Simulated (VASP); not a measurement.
Here is a VASP 6.6.1 calculation.

INCAR

```
SYSTEM = NaMgF3
PREC     = Accurate       ! precision mode
ENCUT    = 520            ! plane-wave cutoff, eV
EDIFF    = 1E-7           ! SCF threshold, eV
ISMEAR   = 0              ! smearing method
SIGMA    = 0.05           ! smearing width, eV
LREAL    = .FALSE.        ! projectors in reciprocal space
LASPH    = .TRUE.         ! aspherical terms in the spheres
NELM     = 100            ! most SCF steps
ALGO     = Normal         ! electronic algorithm
ISIF     = 2              ! what is computed and relaxed
LWAVE    = .FALSE.        ! write WAVECAR
LCHARG   = .FALSE.        ! write CHGCAR
GGA      = CA             ! functional
NBANDS   = 23             ! bands
```

File KPOINTS:

```
Automatic mesh
0
G
  6 6 6
  0 0 0
```

POSCAR

```
NaMgF3
1.0
    4.2471519250      0.0000000000      0.0000000000
    0.0000000000      3.6545260750      0.0000000000
    0.0000000000      0.0000000000      3.9508390000
Na Mg F
1 1 3
Direct
    0.0000000000      0.0000000000      0.0000000000
    0.5000000000      0.5000000000      0.5000000000
    0.5000000000      0.5000000000      0.0000000000
    0.5000000000      0.0000000000      0.5000000000
    0.0000000000      0.5000000000      0.5000000000
```

Potentials or basis: VASP PAW LDA potentials, release 64 (Na_pv, Mg, F).

Launch:

```bash
$ cat potpaw_LDA.64/Na_pv/POTCAR potpaw_LDA.64/Mg/POTCAR potpaw_LDA.64/F/POTCAR > POTCAR
$ mpirun -np 1 vasp_std > vasp.out
```

Problem. Estimate the pressure.

Solution. -5.0 GPa.

Problem. What does it give for the band gap on the k mesh?

Solution. 5.51 eV, indirect (least direct gap 5.98 eV).

Stress tensor (GPa, compression positive):
```
-11.77   0.00   0.00
  0.00   4.22   0.00
  0.00   0.00  -7.37
```

Caveat: the cell differs from its parent crystal (strain +0.0750 x Voigt [1, -1, 0, 0, 0, 0]). A k mesh can miss the band edges.
